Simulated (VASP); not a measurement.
Set up this calculation in VASP 6.6.1, as the native input.

```yaml
Task: single point
Functional: PBEsol
Potentials_or_basis: VASP PAW PBE potentials, release 64 (Zr_sv, H)
Cutoff: 520 eV
k_mesh: 13 × 13 × 13
Occupations: methfessel-paxton, width 0.05 eV
Spin: no spin polarisation
Dipole_correction: no
Further_INCAR_settings: ALGO = Normal; EDIFF = 1e-06; NBANDS = 14
```

The structure of ZrH lies in POSCAR:

```
ZrH
1.0
    3.4171450139     -0.0000000149     -0.0000000204
    0.2537634272      3.4077095194     -0.0000000204
   -1.8354542067     -1.7038547394      2.3248369681
Zr H
1 1
Direct
    0.0000000000      0.0000000000      0.0000000000
    0.7500000000      0.2500000000      0.5000000000
```

One way to write it, as run:

INCAR

```
SYSTEM = ZrH
PREC = Accurate
ENCUT = 520
EDIFF = 1E-6
ISMEAR = 1
SIGMA = 0.05
LREAL = .False.
LASPH = .True.
NELM = 100
ALGO = Normal
ISIF = 2
LWAVE = .False.
LCHARG = .False.
GGA = PS
NBANDS = 14
```

KPOINTS

```
Automatic mesh
0
Gamma
  13 13 13
  0 0 0
```

Potentials or basis: VASP PAW PBE potentials, release 64 (Zr_sv, H).

Launch:

```bash
$ cat potpaw_PBE.64/Zr_sv/POTCAR potpaw_PBE.64/H/POTCAR > POTCAR
$ mpirun -np 1 vasp_std > vasp.out
```

It gave:

```yaml
Pressure: -4.4 GPa
Band_gap_on_the_k_mesh: zero (an odd number of electrons rules out a gap without spin polarisation)
```

Caveat: the cell stands under tension; the PAW data sets were made with another functional, which shifts forces and pressure a little.

It took 84 s on 1 thread of Intel(R) Xeon(R) Platinum 8375C CPU @ 2.90GHz (Ice Lake), on a shared host, peak memory 0.21 GiB.
